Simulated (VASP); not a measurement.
# SnO2 (Fm-3m) in VASP: further runs, part 2 of 2

VASP 6.6.1.

**5. Single point, r2SCAN, non-collinear spin, zero start, spin-orbit coupling**

This run uses another cell than the first one, of 11.37 Å³/atom, 1.020 times its volume.

The input, POSCAR:

```
SnO2
1.0
    0.0000000000      2.5741500000      2.5741500000
    2.5741500000      0.0000000000      2.5741500000
    2.5741500000      2.5741500000      0.0000000000
Sn O
1 2
Direct
    0.0000000000      0.0000000000      0.0000000000
    0.7500000000      0.7500000000      0.7500000000
    0.2500000000      0.2500000000      0.2500000000
```

The input, INCAR.step1:

```
PREC = Accurate ; ENCUT = 910
ISMEAR = -1 ; SIGMA = 0.05
LREAL = False ; LASPH = True
NELM = 200 ; MAGMOM = 0 0 0 0 0 0 0 0 0
LSORBIT = True ; GGA_COMPAT = False
NBANDS = 39 ; GGA = PE
ALGO = Normal ; EDIFF = 1E-5
LWAVE = True ; LCHARG = False
```

The input, INCAR.step2:

```
PREC = Accurate ; ENCUT = 910
EDIFF = 1E-6 ; ISMEAR = -1
SIGMA = 0.05 ; LREAL = False
LASPH = True ; NELM = 200
ALGO = Normal ; ISIF = 2
LWAVE = False ; LCHARG = True
MAGMOM = 0 0 0 0 0 0 0 0 0 ; LORBIT = 11
LSORBIT = True ; GGA_COMPAT = False
LORBMOM = True ; METAGGA = R2SCAN
LMIXTAU = True ; LVHAR = True
NBANDS = 39 ; ISTART = 1
```

The input, KPOINTS:

```
Automatic mesh
0
Gamma
  7 7 7
```

Potentials or basis: VASP PAW PBE potentials, release 64 (Sn_d, O_h).

Command:

```bash
cat potpaw_PBE.64/Sn_d/POTCAR potpaw_PBE.64/O_h/POTCAR > POTCAR
cp INCAR.step1 INCAR
mpirun -np 1 vasp_ncl > vasp.out
cp INCAR.step2 INCAR
mpirun -np 1 vasp_ncl > vasp.out
```

Run time: 5 min. Hardware: 1 thread of Intel Xeon 6975P-C (Granite Rapids), shared host; peak memory 0.51 GiB.

Results (log left out):

```
Free energy                                           : -41.4992 eV
Pressure                                              : -8.9 GPa
Net moment                                            : 0.00 μB per cell
Valence electrons inside the program's atomic spheres : Sn 11.98; O 3.38
```

Moments on the atoms (μB; x, y, z):
```
Sn  0.00 0.00 0.00
O   0.00 0.00 0.00
O   0.00 0.00 0.00
```

Caveat: the cutoff is under 1.25 times the usual one of these potentials, so pressure, stress and relaxed cells hold a basis-set (Pulay) error; the PAW data sets were made with another functional, which shifts forces and pressure a little.

**6. Single point, PBE-based screened hybrid**

This run uses another cell than the first one, of 11.37 Å³/atom, 1.020 times its volume.

POSCAR is that of step 5.

The input, INCAR.step1:

```
PREC = Accurate ; ENCUT = 520
EDIFF = 1E-5 ; ISMEAR = -1
SIGMA = 0.05 ; LREAL = F
LASPH = T ; NELM = 80
ALGO = Normal ; ISIF = 2
LWAVE = T ; LCHARG = F
NBANDS = 20 ; GGA = PE
```

The input, INCAR.step2:

```
PREC = Accurate ; ENCUT = 520
EDIFF = 1E-7 ; ISMEAR = -1
SIGMA = 0.05 ; LREAL = F
LASPH = T ; NELM = 80
ALGO = Normal ; ISIF = 2
LWAVE = F ; LCHARG = F
GGA = PE ; LHFCALC = T
AEXX = 0.25 ; HFSCREEN = 0.6
PRECFOCK = Normal ; NBANDS = 20
ISTART = 1
```

The input, KPOINTS:

```
Automatic mesh
0
Gamma
  5 5 5
```

Potentials or basis: VASP PAW PBE potentials, release 64 (Sn_d, O).

Command:

```bash
cat potpaw_PBE.64/Sn_d/POTCAR potpaw_PBE.64/O/POTCAR > POTCAR
cp INCAR.step1 INCAR
mpirun -np 1 vasp_std > vasp.out
cp INCAR.step2 INCAR
mpirun -np 1 vasp_std > vasp.out
```

OUTCAR:

```text
PREC = Accurate
   ENCUT = 520
   EDIFF = 1E-7
   ISMEAR = -1
   LREAL = F
   LASPH = T
   NELM = 80
   ISIF = 2
   GGA = PE
   LHFCALC = T
   AEXX = 0.25
   HFSCREEN = 0.6
   PRECFOCK = Normal
   ISTART = 1

 ion  position               nearest neighbor table
   1  0.000  0.000  0.000-   2 2.23   3 2.23   2 2.23   2 2.23   2 2.23   3 2.23   3 2.23   3 2.23

   2  0.750  0.750  0.750-   1 2.23   1 2.23   1 2.23   1 2.23
   3  0.250  0.250  0.250-   1 2.23   1 2.23   1 2.23   1 2.23

  LATTYP: Found a face centered cubic cell.
 ALAT       =     5.1483000000

  Lattice vectors:

 A1 = (   0.0000000000,   2.5741500000,   2.5741500000)
 A2 = (   2.5741500000,   0.0000000000,   2.5741500000)
 A3 = (   2.5741500000,   2.5741500000,   0.0000000000)

Analysis of symmetry for initial positions (statically):
=====================================================================
 Subroutine PRICEL returns:
 Original cell was already a primitive cell.

 Routine SETGRP: Setting up the symmetry group for a
[... 157 lines left out ...]
  ---------------------------------------------------
  free energy    TOTEN  =       -20.54653068 eV

  energy without entropy =      -20.54637407  energy(sigma->0) =      -20.54645237

 E-fermi :   7.0306     XC(G=0): -10.1017

 val. band max:        6.6793963533   @ k =  -0.4000   0.4000   0.0000
 cond. band min:       7.2426356184   @ k =   0.0000   0.0000   0.0000
 fundamental gap:      0.5632392652
 Fermi energy:         7.0306361199

 k-point     1 :       0.0000    0.0000    0.0000
  band No.  band energies     occupation
      1     -15.1033      2.00000
      2     -15.1033      2.00000
      3     -15.1033      2.00000
      4     -14.9515      2.00000
      5     -14.9515      2.00000
      6     -13.8795      2.00000
[... 219 lines left out ...]
     19      23.9894      0.00000
     20      26.3510      0.00000

------------------------ aborting loop because EDIFF is reached ----------------------------------------

  FORCE on cell =-STRESS in cart. coord.  units (eV):
  Direction    XX          YY          ZZ          XY          YZ          ZX
  --------------------------------------------------------------------------------------
  -------------------------------------------------------------------------------------
  Total       -1.8037299     -1.8037299     -1.8037299      0.0000000      0.0000000     -0.0000000
  in kB      -84.7130946    -84.7130946    -84.7130946      0.0000000      0.0000000     -0.0000000
  external PRESSURE =     -84.7130946 kB  Pullay stress =       0.0000000 kB

 VOLUME and BASIS-vectors are now :
 -----------------------------------------------------------------------------
  energy-cutoff  :      520.00
  volume of cell :       34.11
      direct lattice vectors                 reciprocal lattice vectors
     0.000000000  2.574150000  2.574150000    -0.194238875  0.194238875  0.194238875
     2.574150000  0.000000000  2.574150000     0.194238875 -0.194238875  0.194238875
     2.574150000  2.574150000  0.000000000     0.194238875  0.194238875 -0.194238875

 POSITION                                       TOTAL-FORCE (eV/Angst)
 -----------------------------------------------------------------------------------
      0.00000      0.00000      0.00000         0.000000     -0.000000      0.000000
      3.86123      3.86123      3.86123        -0.000000     -0.000000      0.000000
      1.28707      1.28707      1.28707         0.000000      0.000000     -0.000000
 -----------------------------------------------------------------------------------
    total drift:                               -0.000000     -0.000000      0.000002

  FREE ENERGIE OF THE ION-ELECTRON SYSTEM (eV)
  ---------------------------------------------------
  free  energy   TOTEN  =       -20.5465306839 eV

  energy  without entropy=      -20.5463740656  energy(sigma->0) =      -20.54645237
```

OSZICAR.step1:

```text
N       E                     dE             d eps       ncg     rms          rms(c)
DAV:   1     0.251398575841E+03    0.25140E+03   -0.13601E+04   416   0.196E+03
DAV:   2     0.782919340492E+01   -0.24357E+03   -0.23135E+03   428   0.518E+02
DAV:   3    -0.202285299197E+02   -0.28058E+02   -0.27716E+02   460   0.140E+02
DAV:   4    -0.210281053346E+02   -0.79958E+00   -0.79873E+00   456   0.251E+01
DAV:   5    -0.210438326597E+02   -0.15727E-01   -0.15727E-01   492   0.364E+00    0.107E+01
DAV:   6    -0.179062566917E+02    0.31376E+01   -0.11170E+01   564   0.570E+01    0.382E+00
DAV:   7    -0.179300401353E+02   -0.23783E-01   -0.71238E-01   432   0.617E+00    0.193E+00
DAV:   8    -0.179174634206E+02    0.12577E-01   -0.81772E-02   432   0.265E+00    0.394E-01
DAV:   9    -0.179147718318E+02    0.26916E-02   -0.13987E-02   604   0.160E+00    0.841E-02
DAV:  10    -0.179153534427E+02   -0.58161E-03   -0.15494E-03   432   0.460E-01    0.238E-02
DAV:  11    -0.179153585390E+02   -0.50963E-05   -0.82022E-05   524   0.153E-01
   1 F= -.17915359E+02 E0= -.17913591E+02  d E =-.353412E-02
```

Run time: 60 min. Hardware: 1 thread of AMD EPYC 7R43 (Zen 3), shared host; peak memory 0.23 GiB.

Results:

```yaml
Free_energy: -20.5465 eV
Pressure: -8.5 GPa
Band_gap_on_the_k_mesh: 0.56 eV, indirect (least direct gap 1.82 eV)
```

Levels at points of the mesh, in eV from the valence-band top:
| k point | band 9 | band 10 | band 11 | band 12 | band 13 | band 14 | band 15 | band 16 | band 17 | band 18 |
| --- | --- | --- | --- | --- | --- | --- | --- | --- | --- | --- |
| (0.00, 0.00, 0.00) | -2.85 | -2.85 | -1.26 | -1.26 | -1.26 | 0.56 | 7.88 | 7.88 | 7.88 | 14.17 |

Caveat: the k points lie up to 0.42 Å⁻¹ apart; the PAW data sets were made with another functional, which shifts forces and pressure a little; spin-orbit coupling is left out, which moves the levels of the heavy elements. A k mesh can miss the band edges.

**7. The runs side by side**

```tsv
level	potentials or basis	spin	cell	k mesh	cutoff (eV)	grid for exact exchange (PRECFOCK)	second run	share of exact exchange	screening parameter	gap on the mesh (eV)	pressure (GPa)
r2SCAN	VASP PAW PBE potentials, release 64 (Sn_d, O)	off	a = 3.616 Å, angles 60.0°, 3 atoms	9 × 9 × 9	520	-	-	-	-	0.66	-4.6
r2SCAN0	VASP PAW PBE potentials, release 64 (Sn_d, O)	off	a = 3.640 Å, angles 60.0°, 3 atoms	5 × 5 × 5	520	Normal	-	-	-	2.42	-16.6
r2SCANh	VASP PAW PBE potentials, release 64 (Sn_d, O)	off	a = 3.640 Å, angles 60.0°, 3 atoms	5 × 5 × 5	520	Normal	-	-	-	1.24	-12.0
r2SCAN	VASP PAW PBE potentials, release 64 (Sn_d, O_h)	non-collinear, zero start, SOC	a = 3.640 Å, angles 60.0°, 3 atoms	7 × 7 × 7	910	-	hard_potentials	-	-	-	-8.9
PBE-based screened hybrid	VASP PAW PBE potentials, release 64 (Sn_d, O)	off	a = 3.640 Å, angles 60.0°, 3 atoms	5 × 5 × 5	520	Normal	-	0.25	0.6 1/Å	0.56	-8.5
```

Alike in all rows: task single point; smearing fermi-dirac 0.05 eV.

Caveats: some runs use coarse meshes; the PAW data sets were made with another functional, which shifts forces and pressure a little; spin-orbit coupling is left out, which moves the levels of the heavy elements (some runs); the cutoff is under 1.25 times the usual one of these potentials, so pressure, stress and relaxed cells hold a basis-set (Pulay) error (some runs).

Total energies depend on the potentials used, so only differences within one code and one set of settings carry meaning.
